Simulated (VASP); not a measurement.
# CuSi16 (a cell with a defect) in VASP: single point with PBE

Aim: the single point of CuSi16 (a cell with a defect) with PBE.

Program: VASP 6.6.1. These are calculated values, not measurements. Logs are shortened: lines on timing, memory, paths and dates and some standing lists are left out, and cuts for length are marked.

### Step 1. The cell of the first run

The cell holds a defect, 17 atoms: a = 7.679 Å, b = 7.679 Å, c = 7.679 Å, α = 60.00°, β = 60.00°, γ = 60.00°.

### Step 2. Single point, PBE

File INCAR:

```
ALGO = Normal ; EDIFF = 1E-6
ENCUT = 520 ; GGA = PE
ISIF = 2 ; ISMEAR = -1
LASPH = T ; LCHARG = F
LREAL = Auto ; LWAVE = F
NBANDS = 52 ; NELECT = 74.0
NELM = 100 ; PREC = Accurate
SIGMA = 0.05
```

File KPOINTS:

```
k-points
0
Gamma
  2 2 2
```

File POSCAR:

```
CuSi16
1.0
    0.0000000000      5.4300000000      5.4300000000
    5.4300000000      0.0000000000      5.4300000000
    5.4300000000      5.4300000000      0.0000000000
Si Cu
16 1
Direct
    0.0128175875      0.0128531308     -0.0388181400
    0.1176514733      0.1178488950      0.1212279006
   -0.0015241252     -0.0012675875      0.4925959484
    0.1366828729      0.1368327808      0.5892130755
   -0.0184328729      0.5070649171      0.0039890424
    0.1175820442      0.6429455801      0.1212043278
   -0.0014914365      0.5097691529      0.4925708103
    0.1147523020      0.6261554328      0.6324979742
    0.5068383978     -0.0182929098      0.0042601289
    0.6428528545      0.1175830571      0.1214784530
    0.5096639042     -0.0015064457      0.4929697974
    0.6259006446      0.1148903315      0.6328936464
    0.5067689687      0.5067989871      0.0042352670
    0.6116013812      0.6117967772      0.1642818600
    0.4877290055      0.4878216390      0.5362487109
    0.6259334254      0.6259168508      0.6328680479
    0.3122067219      0.3123216390      1.0627424494
```

Potentials or basis: VASP PAW PBE potentials, release 64 (Si, Cu).

The run is started by

```bash
cat potpaw_PBE.64/Si/POTCAR potpaw_PBE.64/Cu/POTCAR > POTCAR
mpirun -np 1 vasp_std > vasp.out
```

OUTCAR:

```text
EDIFF = 1E-6
   ENCUT = 520
   GGA = PE
   ISIF = 2
   ISMEAR = -1
   LASPH = T
   LREAL = Auto
   NELECT = 74.0
   NELM = 100
   PREC = Accurate

 ion  position               nearest neighbor table
   1  0.013  0.013  0.961-   2 2.33   6 2.33   4 2.33  10 2.33
   2  0.118  0.118  0.121-   3 2.33   1 2.33  17 2.36   9 2.44   5 2.44
   3  0.998  0.999  0.493-   2 2.33   8 2.34  12 2.34   4 2.35
   4  0.137  0.137  0.589-   1 2.33   3 2.35   7 2.35  11 2.35
   5  0.982  0.507  0.004-   8 2.33  14 2.33  17 2.36   6 2.44   2 2.44
   6  0.118  0.643  0.121-   7 2.33   1 2.33  17 2.36   5 2.44  13 2.44
   7  0.999  0.510  0.493-   6 2.33   8 2.34  16 2.34   4 2.35
   8  0.115  0.626  0.632-   5 2.33   7 2.34   3 2.34  15 2.35
   9  0.507  0.982  0.004-  12 2.33  14 2.33  17 2.36  10 2.44   2 2.44
  10  0.643  0.118  0.121-  11 2.33   1 2.33  17 2.36   9 2.44  13 2.44
  11  0.510  0.998  0.493-  10 2.33  12 2.34  16 2.34   4 2.35
  12  0.626  0.115  0.633-   9 2.33  11 2.34   3 2.34  15 2.35
  13  0.507  0.507  0.004-  16 2.33  14 2.33  17 2.36   6 2.44  10 2.44
  14  0.612  0.612  0.164-  13 2.33   9 2.33  15 2.33   5 2.33
  15  0.488  0.488  0.536-  14 2.33  16 2.35  12 2.35   8 2.35
  16  0.626  0.626  0.633-  13 2.33  11 2.34   7 2.34  15 2.35
  17  0.312  0.312  0.063-   2 2.36  13 2.36   6 2.36   9 2.36  10 2.36   5 2.36

  LATTYP: Found a face centered cubic cell.
 ALAT       =    10.8600000000

  Lattice vectors:

 A1 = (   0.0000000000,   5.4300000000,   5.4300000000)
 A2 = (   5.4300000000,   0.0000000000,   5.4300000000)
 A3 = (   5.4300000000,   5.4300000000,   0.0000000000)

Analysis of symmetry for initial positions (statically):
=====================================================================
 Subroutine PRICEL returns:
 Original cell was already a primitive cell.

 Routine SETGRP: Setting up the symmetry group for a
 face centered cubic supercell.

 Subroutine GETGRP returns: Found  1 space group operations
 (whereof  1 operations were pure point group operations)
 out of a pool of 48 trial point group operations.

The static configuration has the point symmetry C_1 .

Analysis of symmetry for dynamics (positions and initial velocities):
=====================================================================
 Subroutine PRICEL returns:
 Original cell was already a primitive cell.

 Routine SETGRP: Setting up the symmetry group for a
 face centered cubic supercell.

[... 116 lines left out ...]
   NELM   =    100;   NELMIN=  2; NELMDL= -5     # of ELM steps
   EDIFF  = 0.1E-05   stopping-criterion for ELM
   LREAL  =      T    real-space projection
   EDIFFG = 0.1E-04   stopping-criterion for IOM
   NSW    =      0    number of steps for IOM
   IBRION =     -1    ionic relax: 0-MD 1-quasi-New 2-CG
   NFREE  =      0    steps in history (QN), initial steepest desc. (CG)
   ISIF   =      2    stress and relaxation
   ISYM   =      2    0-nonsym 1-usesym 2-fastsym
   POTIM  = 0.5000    time-step for ionic-motion
   TEBEG  =    0.0;   TEEND  =   0.0 temperature during run
   PSTRESS=    0.0 pullay stress
   NELECT =      74.0000    total number of electrons
   NUPDOWN=      -1.0000    fix difference up-down
   EMIN   =  10.00;   EMAX   =-10.00  energy-range for DOS
   EFERMI =   0.00;   METHOD = LEGACY
   ISMEAR =    -1;   SIGMA  =   0.05  broadening in eV -4-tet -1-fermi 0-gaus
   EFERMI_NEDOS =   21; number of points for ismear=-14 and -15
   IALGO  =     38    algorithm
   IMIX   =      4    mixing-type and parameters
     AMIX     =   0.40;   BMIX     =  1.00
     AMIX_MAG =   1.60;   BMIX_MAG =  1.00
  volume/ion in A,a.u.               =      18.84       127.11
  Fermi-wavevector in a.u.,A,eV,Ry     =   1.004636  1.898488 13.732283  1.009294
  Thomas-Fermi vector in A             =   2.137265
   LORBIT       =      0    0 simple, 1 ext, 2 COOP (PROOUT), +10 PAW based schemes
   GGA     = PE    functional components
[... 5 lines left out ...]
 non-spin polarized calculation
  energy-cutoff  :      520.00
  volume of cell :      320.21
 maximum number of plane-waves:      8646
 NGX is ok and might be reduce to    60
   NGX = 29   NGY = 29   NGZ = 29

 number of electron      73.9999994 magnetization

 Free energy of the ion-electron system (eV)
  ---------------------------------------------------
  ext. energy  EPLUGINS =         0.00000000
  ---------------------------------------------------
  free energy    TOTEN  =       -94.17952609 eV

  energy without entropy =      -94.15060903  energy(sigma->0) =      -94.16506756

 E-fermi :   6.4098     XC(G=0):  -9.6165

 val. band max:        6.4078615903   @ k =   0.0000   0.0000   0.0000
 cond. band min:       6.4483485120   @ k =   0.0000   0.0000   0.0000
 fundamental gap:      0.0404869217
 Fermi energy:         6.4097733620

 k-point     1 :       0.0000    0.0000    0.0000
  band No.  band energies     occupation
      1      -5.8994      2.00000
      2      -3.5545      2.00000
      3      -3.4985      2.00000
      4      -3.4966      2.00000
      5      -3.4758      2.00000
      6      -1.9447      2.00000
[... 405 lines left out ...]
     48      10.4344      0.00000
     49      10.4448      0.00000
 [bands above 49 left out]

------------------------ aborting loop because EDIFF is reached ----------------------------------------

  FORCE on cell =-STRESS in cart. coord.  units (eV):
  Direction    XX          YY          ZZ          XY          YZ          ZX
  --------------------------------------------------------------------------------------
  -------------------------------------------------------------------------------------
  Total       -0.9857752     -1.0063818     -0.9792706      0.3177050     -0.3063836     -0.2751262
  in kB       -4.9324080     -5.0355150     -4.8998617      1.5896632     -1.5330157     -1.3766169
  external PRESSURE =      -4.9559282 kB  Pullay stress =       0.0000000 kB

 VOLUME and BASIS-vectors are now :
 -----------------------------------------------------------------------------
  energy-cutoff  :      520.00
  volume of cell :      320.21
      direct lattice vectors                 reciprocal lattice vectors
     0.000000000  5.430000000  5.430000000    -0.092081031  0.092081031  0.092081031
     5.430000000  0.000000000  5.430000000     0.092081031 -0.092081031  0.092081031
     5.430000000  5.430000000  0.000000000     0.092081031  0.092081031 -0.092081031

 POSITION                                       TOTAL-FORCE (eV/Angst)
 -----------------------------------------------------------------------------------
      5.28901      5.28882      0.13939         0.010947      0.005668     -0.011048
      1.29819      1.29712      1.27877        -0.004844     -0.008252      0.000966
      8.09791      8.09652     10.84484        -0.001422      0.000724     -0.005026
      3.94243      3.94161      1.48519        -0.001712      0.003454      0.001028
      2.77502      5.35157      8.08327         0.005278     -0.000689     -0.005346
      4.14933      1.29661      4.12966        -0.001531     -0.008240      0.004407
[... 9 lines left out ...]
      6.83520      6.83529      6.79755         0.001378     -0.000347      0.004411
      2.03660      2.03597      3.39119        -0.000053     -0.000141      0.000140
 -----------------------------------------------------------------------------------
    total drift:                               -0.000690     -0.001750     -0.004369

  FREE ENERGIE OF THE ION-ELECTRON SYSTEM (eV)
  ---------------------------------------------------
  free  energy   TOTEN  =       -94.1795260857 eV

  energy  without entropy=      -94.1506090321  energy(sigma->0) =      -94.16506756
```

stdout:

```text
POSCAR found type information on POSCAR SiCu
 POSCAR found :  2 types and      17 ions
 scaLAPACK will be used
 LDA part: xc-table for (Slater+PW92), standard interpolation
 POSCAR, INCAR and KPOINTS ok, starting setup
 FFT: planning ... GRIDC
 FFT: planning ... GRID_SOFT
 FFT: planning ... GRID
 WAVECAR not read
 entering main loop
 the old and the new charge density differ
 old charge density:    75.00000 new   74.00000
    0.216E+01
```

Wall time 5.1 min (1 thread of AMD EPYC 9R45 (Zen 5), shared host); peak memory 0.47 GiB.

Results:

* Free energy: -94.1795 eV
* Largest force: 0.017 eV/Å

Forces on the atoms (eV/Å):
```
Si   0.011  0.006 -0.011
Si  -0.005 -0.008  0.001
Si  -0.001  0.001 -0.005
Si  -0.002  0.003  0.001
Si   0.005 -0.001 -0.005
Si  -0.002 -0.008  0.004
Si   0.004  0.001  0.002
Si   0.004  0.006 -0.004
Si   0.000  0.009 -0.007
Si  -0.004 -0.002  0.004
Si  -0.004 -0.005  0.005
Si  -0.004 -0.001 -0.001
Si   0.006  0.010  0.000
Si  -0.011 -0.005  0.011
Si   0.000 -0.005  0.000
Si   0.001  0.000  0.004
Cu   0.000  0.000  0.000
```

Caveat: the k points lie up to 0.50 Å⁻¹ apart; the cell carries a net charge on a neutralising background, which shifts energy and pressure; the cell is charged against a uniform background, so pressure and absolute levels hang on convention.
